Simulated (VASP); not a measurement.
# AlN (P6_3/mmc) in VASP: notebook

AlN is run at these levels: PBE; tasks: single point.

Program: VASP 6.6.1. These are calculated values, not measurements. Logs are shortened: lines on timing, memory, paths and dates and some standing lists are left out, and cuts for length are marked.

**1. The cell of the first run**

The structure is hexagonal, space group P6_3/mmc (No. 194). Conventional cell: a = 3.313 Å, b = 3.313 Å, c = 4.313 Å, α = 90.00°, β = 90.00°, γ = 120.00°. Within 2.5 Å of Al (site symmetry -6m2) lie 5 N at 1.91 to 2.16 Å. Within 2.5 Å of N (site symmetry -6m2) lie 5 Al at 1.91 to 2.16 Å.

**2. Single point, PBE**

Contents of INCAR:

```
SYSTEM = AlN
PREC = Accurate
ENCUT = 520
EDIFF = 1E-6
ISMEAR = 0
SIGMA = 0.05
LREAL = .False.
LASPH = .True.
NELM = 80
ALGO = Normal
ISIF = 2
LWAVE = .False.
LCHARG = .False.
GGA = PE
NBANDS = 16
```

Contents of KPOINTS:

```
regular mesh
0
Gamma
  9 9 6
  0 0 0
```

Contents of POSCAR:

```
AlN
1.0
    3.3134793403      0.0000000000      0.0000000000
   -1.6567396702      2.8695572836      0.0000000000
    0.0000000000      0.0000000000      4.3132000000
Al N
2 2
Direct
    0.3333333333      0.6666666667      0.7500000000
    0.6666666667      0.3333333333      0.2500000000
    0.3333333333      0.6666666667      0.2500000000
    0.6666666667      0.3333333333      0.7500000000
```

Potentials or basis: VASP PAW PBE potentials, release 64 (Al, N).

On the command line:

```sh
$ cat potpaw_PBE.64/Al/POTCAR potpaw_PBE.64/N/POTCAR > POTCAR
$ mpirun -np 1 vasp_std > vasp.out
```

OUTCAR:

```text
SYSTEM = AlN
   PREC = Accurate
   ENCUT = 520
   EDIFF = 1E-6
   ISMEAR = 0
   LREAL = .False.
   LASPH = .True.
   NELM = 80
   ISIF = 2
   GGA = PE

 ion  position               nearest neighbor table
   1  0.333  0.667  0.750-   4 1.91   4 1.91   4 1.91   3 2.16   3 2.16   2 2.88   2 2.88   2 2.88
                             2 2.88   2 2.88   2 2.88
   2  0.667  0.333  0.250-   3 1.91   3 1.91   3 1.91   4 2.16   4 2.16   1 2.88   1 2.88   1 2.88
                             1 2.88   1 2.88   1 2.88
   3  0.333  0.667  0.250-   2 1.91   2 1.91   2 1.91   1 2.16   1 2.16
   4  0.667  0.333  0.750-   1 1.91   1 1.91   1 1.91   2 2.16   2 2.16

  LATTYP: Found a hexagonal cell.
 ALAT       =     3.3134793403
 C/A-ratio  =     1.3017132618

  Lattice vectors:

 A1 = (   3.3134793403,   0.0000000000,   0.0000000000)
 A2 = (  -1.6567396702,   2.8695572836,   0.0000000000)
 A3 = (   0.0000000000,   0.0000000000,   4.3132000000)

Analysis of symmetry for initial positions (statically):
=====================================================================
 Subroutine PRICEL returns:
 Original cell was already a primitive cell.

 Routine SETGRP: Setting up the symmetry group for a
 hexagonal supercell.

 Subroutine GETGRP returns: Found 24 space group operations
 (whereof 12 operations were pure point group operations)
 out of a pool of 24 trial point group operations.

The static configuration has the point symmetry D_3d.
 The point group associated with its full space group is D_6h.

Analysis of symmetry for dynamics (positions and initial velocities):
=====================================================================
 Subroutine PRICEL returns:
 Original cell was already a primitive cell.

 Routine SETGRP: Setting up the symmetry group for a
 hexagonal supercell.

 Subroutine GETGRP returns: Found 24 space group operations
 (whereof 12 operations were pure point group operations)
 out of a pool of 24 trial point group operations.

The dynamic configuration has the point symmetry D_3d.
 The point group associated with its full space group is D_6h.

 Subroutine INISYM returns: Found 24 space group operations
 (whereof 12 operations are pure point group operations),
 and found     1 'primitive' translations

----------------------------------------------------------------------------------------

                                     Primitive cell

  volume of cell :      41.0108

  direct lattice vectors                    reciprocal lattice vectors
     3.313479340  0.000000000  0.000000000     0.301797566  0.174242906  0.000000000
    -1.656739670  2.869557284  0.000000000     0.000000000  0.348485812  0.000000000
     0.000000000  0.000000000  4.313200000     0.000000000  0.000000000  0.231846425

  length of vectors
     3.313479340  3.313479340  4.313200000     0.348485812  0.348485812  0.231846425

  position of ions in fractional coordinates (direct lattice)
     0.333333333  0.666666667  0.750000000
     0.666666667  0.333333333  0.250000000
     0.333333333  0.666666667  0.250000000
     0.666666667  0.333333333  0.750000000

  ion indices of the primitive-cell ions
   primitive index   ion index
                 1           1
                 2           2
                 3           3
                 4           4

----------------------------------------------------------------------------------------

 KPOINTS: regular mesh

Automatic generation of k-mesh.
 Grid dimensions read from file:
 generate k-points for:    9    9    6

 Generating k-lattice:

  Cartesian coordinates                     Fractional coordinates (reciprocal lattice)
     0.033533063  0.019360323  0.000000000     0.111111111  0.000000000  0.000000000
     0.000000000  0.038720646  0.000000000     0.000000000  0.111111111  0.000000000
     0.000000000  0.000000000  0.038641071     0.000000000  0.000000000  0.166666667

  Length of vectors
     0.038720646  0.038720646  0.038641071

  Shift w.r.t. Gamma in fractional coordinates (k-lattice)
     0.000000000  0.000000000  0.000000000

 Subroutine IBZKPT returns following result:
 ===========================================

 Found     48 irreducible k-points:

 Following reciprocal coordinates:
            Coordinates               Weight
  0.000000  0.000000  0.000000      1.000000
  0.111111  0.000000  0.000000      6.000000
  0.222222  0.000000  0.000000      6.000000
  0.333333  0.000000  0.000000      6.000000
  0.444444  0.000000  0.000000      6.000000
  0.111111  0.111111  0.000000      6.000000
[... 16 lines left out ...]
  0.333333  0.222222  0.166667     24.000000
  0.333333  0.333333  0.166667      4.000000
 [... further k-points ...]
   k-points           NKPTS =     48   k-points in BZ     NKDIM =     48   number of bands    NBANDS=     16
   number of dos      NEDOS =    301   number of ions     NIONS =      4
   total plane-waves  NPLWV =  25088
   dimension x,y,z NGX =    28 NGY =   28 NGZ =   32
   dimension x,y,z NGXF=    56 NGYF=   56 NGZF=   64
   ions per type =               2   2
   NGX,Y,Z   is equivalent  to a cutoff of  14.05, 14.05, 12.33 a.u.
   NGXF,Y,Z  is equivalent  to a cutoff of  28.10, 28.10, 24.67 a.u.
 SYSTEM =  AlN
   PREC   = accura    normal or accurate (medium, high low for compatibility)
   ISTART =      0    job   : 0-new  1-cont  2-samecut
   ICHARG =      2    charge: 1-file 2-atom 10-const
   ISPIN  =      1    spin polarized calculation?
   LNONCOLLINEAR =      F non collinear calculations
   LSORBIT =      F    spin-orbit coupling
   LASPH  =      T    aspherical Exc in radial PAW
   ENCUT  =  520.0 eV  38.22 Ry    6.18 a.u.   6.16  6.16  8.02*2*pi/ulx,y,z
   NELM   =     80;   NELMIN=  2; NELMDL= -5     # of ELM steps
   EDIFF  = 0.1E-05   stopping-criterion for ELM
   LREAL  =      F    real-space projection
   EDIFFG = 0.1E-04   stopping-criterion for IOM
   NSW    =      0    number of steps for IOM
   IBRION =     -1    ionic relax: 0-MD 1-quasi-New 2-CG
   NFREE  =      0    steps in history (QN), initial steepest desc. (CG)
   ISIF   =      2    stress and relaxation
   ISYM   =      2    0-nonsym 1-usesym 2-fastsym
   POTIM  = 0.5000    time-step for ionic-motion
   TEBEG  =    0.0;   TEEND  =   0.0 temperature during run
   PSTRESS=    0.0 pullay stress
   NELECT =      16.0000    total number of electrons
   NUPDOWN=      -1.0000    fix difference up-down
   EMIN   =  10.00;   EMAX   =-10.00  energy-range for DOS
   EFERMI =   0.00;   METHOD = LEGACY
   ISMEAR =     0;   SIGMA  =   0.05  broadening in eV -4-tet -1-fermi 0-gaus
   EFERMI_NEDOS =   21; number of points for ismear=-14 and -15
   IALGO  =     38    algorithm
   IMIX   =      4    mixing-type and parameters
     AMIX     =   0.40;   BMIX     =  1.00
     AMIX_MAG =   1.60;   BMIX_MAG =  1.00
  volume/ion in A,a.u.               =      10.25        69.19
  Fermi-wavevector in a.u.,A,eV,Ry     =   1.196232  2.260550 19.469526  1.430970
  Thomas-Fermi vector in A             =   2.332177
   LORBIT       =      0    0 simple, 1 ext, 2 COOP (PROOUT), +10 PAW based schemes
   GGA     = PE    functional components
   LHFCALC =     F    Hartree Fock is set to
   AEXX    =    0.0000 exact exchange contribution
   IVDW    =     0    specifies the selected vdW correction
   LEPSILON=     F    determine dielectric tensor
   LRPA    =     F    only Hartree local field effects (RPA)
 non-spin polarized calculation
 Gauss-broadening in eV      SIGMA  =   0.05
  energy-cutoff  :      520.00
  volume of cell :       41.01
 maximum number of plane-waves:      1134
 NGX is ok and might be reduce to    28
   NGX = 13   NGY = 13   NGZ = 17

 number of electron      16.0000000 magnetization

 Free energy of the ion-electron system (eV)
  ---------------------------------------------------
  ext. energy  EPLUGINS =         0.00000000
  ---------------------------------------------------
  free energy    TOTEN  =       -29.29196906 eV

  energy without entropy =      -29.29196906  energy(sigma->0) =      -29.29196906

 E-fermi :   7.9126     XC(G=0): -11.0300

 val. band max:        7.7196199811   @ k =   0.0000   0.0000   0.0000
 cond. band min:      10.6765205207   @ k =   0.0000   0.0000   0.0000
 fundamental gap:      2.9569005397
 Fermi energy:         7.9126053486

 k-point     1 :       0.0000    0.0000    0.0000
  band No.  band energies     occupation
      1      -8.9224      2.00000
      2      -5.6043      2.00000
      3       0.8944      2.00000
      4       4.5179      2.00000
      5       4.5179      2.00000
      6       6.0042      2.00000
[... 8 lines left out ...]
     15      18.9652      0.00000
     16      19.6167      0.00000

 k-point     2 :       0.1111    0.0000    0.0000
  band No.  band energies     occupation
      1      -8.7841      2.00000
      2      -5.5876      2.00000
      3       1.0477      2.00000
      4       3.9953      2.00000
      5       4.3257      2.00000
      6       5.4889      2.00000
[... 8 lines left out ...]
     15      18.9584      0.00000
     16      19.0184      0.00000

 k-point     3 :       0.2222    0.0000    0.0000
  band No.  band energies     occupation
      1      -8.3884      2.00000
      2      -5.5815      2.00000
      3       1.4948      2.00000
      4       2.8743      2.00000
      5       3.9312      2.00000
      6       4.5440      2.00000
[... 8 lines left out ...]
     15      18.0394      0.00000
     16      19.5616      0.00000

 k-point     4 :       0.3333    0.0000    0.0000
  band No.  band energies     occupation
      1      -7.8054      2.00000
      2      -5.6975      2.00000
      3       1.8400      2.00000
      4       2.1827      2.00000
      5       3.5709      2.00000
      6       3.7102      2.00000
[... 8 lines left out ...]
     15      19.0029      0.00000
     16      19.8400      0.00000
[... 324 lines left out ...]
 k-point    22 :       0.2222    0.2222    0.1667
  band No.  band energies     occupation
      1      -7.3716      2.00000
      2      -5.8933      2.00000
      3       1.5394      2.00000
      4       1.8853      2.00000
      5       3.4458      2.00000
      6       3.8883      2.00000
[... 8 lines left out ...]
     15      19.1373      0.00000
     16      20.4665      0.00000

 k-point    23 :       0.3333    0.2222    0.1667
  band No.  band energies     occupation
      1      -6.8487      2.00000
      2      -6.1166      2.00000
      3       1.2423      2.00000
      4       1.9878      2.00000
      5       2.6699      2.00000
      6       4.4190      2.00000
[... 8 lines left out ...]
     15      18.9139      0.00000
     16      20.5215      0.00000

 k-point    24 :       0.3333    0.3333    0.1667
  band No.  band energies     occupation
      1      -6.4273      2.00000
      2      -6.4273      2.00000
      3       1.3050      2.00000
      4       2.1492      2.00000
      5       2.1492      2.00000
      6       4.4924      2.00000
[... 8 lines left out ...]
     15      18.6148      0.00000
     16      20.2501      0.00000

 [... further k-points ...]
[... 5 lines left out ...]
  --------------------------------------------------------------------------------------
  -------------------------------------------------------------------------------------
  Total       -1.0045414     -1.0045414     -1.7552748      0.0000000      0.0000000      0.0000000
  in kB      -39.2445778    -39.2445778    -68.5735966      0.0000000      0.0000000      0.0000000
  external PRESSURE =     -49.0209174 kB  Pullay stress =       0.0000000 kB

 VOLUME and BASIS-vectors are now :
 -----------------------------------------------------------------------------
  energy-cutoff  :      520.00
  volume of cell :       41.01
      direct lattice vectors                 reciprocal lattice vectors
     3.313479340  0.000000000  0.000000000     0.301797566  0.174242906  0.000000000
    -1.656739670  2.869557284  0.000000000     0.000000000  0.348485812  0.000000000
     0.000000000  0.000000000  4.313200000     0.000000000  0.000000000  0.231846425

 POSITION                                       TOTAL-FORCE (eV/Angst)
 -----------------------------------------------------------------------------------
     -0.00000      1.91304      3.23490        -0.000000     -0.000000      0.000000
      1.65674      0.95652      1.07830         0.000000      0.000000      0.000000
     -0.00000      1.91304      1.07830         0.000000      0.000000      0.000000
      1.65674      0.95652      3.23490         0.000000     -0.000000      0.000000
 -----------------------------------------------------------------------------------
    total drift:                               -0.000000      0.000000      0.000000

  FREE ENERGIE OF THE ION-ELECTRON SYSTEM (eV)
  ---------------------------------------------------
  free  energy   TOTEN  =       -29.2919690630 eV

  energy  without entropy=      -29.2919690630  energy(sigma->0) =      -29.29196906
```

Wall time 14 s (1 thread of Intel Xeon 6975P-C (Granite Rapids), shared host); peak memory 0.17 GiB.

What came out:

```
Free energy            : -29.2920 eV
Pressure               : -4.9 GPa
Band gap on the k mesh : 2.96 eV, direct
```

Levels at points of the mesh, in eV from the valence-band top:
```
           k point  band 5  band 6  band 7  band 8  band 9  band 10  band 11  band 12
(0.00, 0.00, 0.00)   -3.20   -1.72   -1.72    0.00    2.96     4.19     8.15     8.15
(0.00, 0.00, 0.50)   -2.49   -2.49   -2.49   -2.49    5.38     5.38     8.39     8.39
```

**3. Single point, PBE**

This run uses another cell than the first one, of 10.29 Å³/atom, 1.004 times its volume.

Contents of INCAR:

```
PREC = Accurate ; ENCUT = 520
EDIFF = 1E-6 ; ISMEAR = 0
SIGMA = 0.05 ; LREAL = False
LASPH = True ; NELM = 60
ALGO = Normal ; ISIF = 2
LWAVE = False ; LCHARG = True
GGA = PE ; LELF = True
LVHAR = True ; NBANDS = 16
```

Contents of KPOINTS:

```
regular mesh
0
Gamma
  9 9 6
```

Contents of POSCAR:

```
AlN
1.0
    3.2721000000      0.0000000000      0.0000000000
   -1.6360500000      2.8337217237      0.0000000000
    0.0000000000      0.0000000000      4.4388000000
Al N
2 2
Direct
    0.3333333333      0.6666666667      0.7500000000
    0.6666666667      0.3333333333      0.2500000000
    0.3333333333      0.6666666667      0.2500000000
    0.6666666667      0.3333333333      0.7500000000
```

Potentials or basis: VASP PAW PBE potentials, release 64 (Al, N).

On the command line:

```sh
$ cat potpaw_PBE.64/Al/POTCAR potpaw_PBE.64/N/POTCAR > POTCAR
$ mpirun -np 1 vasp_std > vasp.out
```

OUTCAR:

```text
PREC = Accurate
   ENCUT = 520
   EDIFF = 1E-6
   ISMEAR = 0
   LREAL = False
   LASPH = True
   NELM = 60
   ISIF = 2
   GGA = PE

 ion  position               nearest neighbor table
   1  0.333  0.667  0.750-   4 1.89   4 1.89   4 1.89   3 2.22   3 2.22   2 2.91   2 2.91   2 2.91
                             2 2.91   2 2.91   2 2.91
   2  0.667  0.333  0.250-   3 1.89   3 1.89   3 1.89   4 2.22   4 2.22   1 2.91   1 2.91   1 2.91
                             1 2.91   1 2.91   1 2.91
   3  0.333  0.667  0.250-   2 1.89   2 1.89   2 1.89   1 2.22   1 2.22
[... 662 lines left out ...]
  -------------------------------------------------------------------------------------
  Total       -0.1259491     -0.1259491     -2.2529465      0.0000000      0.0000000      0.0000000
  in kB       -4.9029357     -4.9029357    -87.7025287      0.0000000      0.0000000      0.0000000
  external PRESSURE =     -32.5028001 kB  Pullay stress =       0.0000000 kB

 VOLUME and BASIS-vectors are now :
 -----------------------------------------------------------------------------
  energy-cutoff  :      520.00
  volume of cell :       41.16
      direct lattice vectors                 reciprocal lattice vectors
     3.272100000  0.000000000  0.000000000     0.305614132  0.176446401  0.000000000
    -1.636050000  2.833721724  0.000000000     0.000000000  0.352892802  0.000000000
     0.000000000  0.000000000  4.438800000     0.000000000  0.000000000  0.225286113

 POSITION                                       TOTAL-FORCE (eV/Angst)
 -----------------------------------------------------------------------------------
     -0.00000      1.88915      3.32910         0.000000     -0.000000     -0.000000
      1.63605      0.94457      1.10970        -0.000000     -0.000000     -0.000000
     -0.00000      1.88915      1.10970         0.000000      0.000000      0.000000
      1.63605      0.94457      3.32910         0.000000      0.000000      0.000000
 -----------------------------------------------------------------------------------
    total drift:                               -0.000000     -0.000000     -0.000000

  FREE ENERGIE OF THE ION-ELECTRON SYSTEM (eV)
  ---------------------------------------------------
  free  energy   TOTEN  =       -29.2484972583 eV

  energy  without entropy=      -29.2484972583  energy(sigma->0) =      -29.24849726
```

stdout:

```text
POSCAR found type information on POSCAR AlN
 POSCAR found :  2 types and       4 ions
 scaLAPACK will be used
 LDA part: xc-table for (Slater+PW92), standard interpolation
 POSCAR, INCAR and KPOINTS ok, starting setup
 FFT: planning ... GRIDC
 FFT: planning ... GRID_SOFT
 FFT: planning ... GRID
 WAVECAR not read
 entering main loop
```

Wall time 10 s (1 thread of Intel Xeon 6975P-C (Granite Rapids), shared host); peak memory 0.16 GiB.

What came out:

| Item | Value |
| --- | --- |
| Free energy | -29.2485 eV |
| Pressure | -3.3 GPa |
| Band gap on the k mesh | 2.83 eV, direct |

Levels at points of the mesh, in eV from the valence-band top:
```tsv
k point	band 4	band 5	band 6	band 7	band 8	band 9	band 10	band 11	band 12	band 13
(0.00, 0.00, 0.00)	-3.19	-3.19	-1.90	-1.90	0.00	2.83	4.30	8.30	8.30	10.80
(0.00, 0.00, 0.50)	-3.87	-2.57	-2.57	-2.57	-2.57	5.29	5.29	8.58	8.58	8.58
```

A hybrid or GW would open this gap; PBE tends to underestimate it.

**4. Single point, PBE**

This run uses another cell than the first one, of 10.46 Å³/atom, 1.020 times its volume.

Contents of INCAR:

```
SYSTEM = AlN
ALGO = Normal
EDIFF = 1E-6
ENCUT = 520
GGA = PE
ISIF = 2
ISMEAR = 0
LASPH = .True.
LCHARG = .True.
LELF = .True.
LREAL = .False.
LVHAR = .True.
LWAVE = .False.
NBANDS = 16
NELM = 60
PREC = Accurate
SIGMA = 0.05
```

Contents of KPOINTS:

```
k-points
0
Gamma
  9 9 6
  0 0 0
```

Contents of POSCAR:

```
AlN
1.0
    3.3963000000      0.0000000000      0.0000000000
   -1.6981500000      2.9412820789      0.0000000000
    0.0000000000      0.0000000000      4.1875902404
Al N
2 2
Direct
    0.3333333333      0.6666666667      0.7500000000
    0.6666666667      0.3333333333      0.2500000000
    0.3333333333      0.6666666667      0.2500000000
    0.6666666667      0.3333333333      0.7500000000
```

On the command line:

```sh
$ cat potpaw_PBE.64/Al/POTCAR potpaw_PBE.64/N/POTCAR > POTCAR
$ mpirun -np 1 vasp_std > vasp.out
```

Run time: 15 s. Hardware: 1 thread of Intel Xeon 6975P-C (Granite Rapids), shared host; peak memory 0.16 GiB.

The run converged. Its results:

| Item | Value |
| --- | --- |
| Free energy | -29.2418 eV |
| Pressure | -9.8 GPa |
| Band gap on the k mesh | 2.97 eV, direct |

Stress tensor (GPa, compression positive):
```
-11.54   0.00   0.00
  0.00 -11.54   0.00
  0.00   0.00  -6.41
```

Levels at points of the mesh, in eV from the valence-band top:
```
           k point  band 4  band 5  band 6  band 7  band 8  band 9  band 10  band 11  band 12  band 13
(0.00, 0.00, 0.00)   -3.09   -3.09   -1.36   -1.36    0.00    2.97     4.01     7.95     7.95    10.94
(0.00, 0.00, 0.50)   -3.57   -2.26   -2.26   -2.26   -2.26    5.44     5.44     8.13     8.13     8.13
```

(Continued in part 2 of 2.)
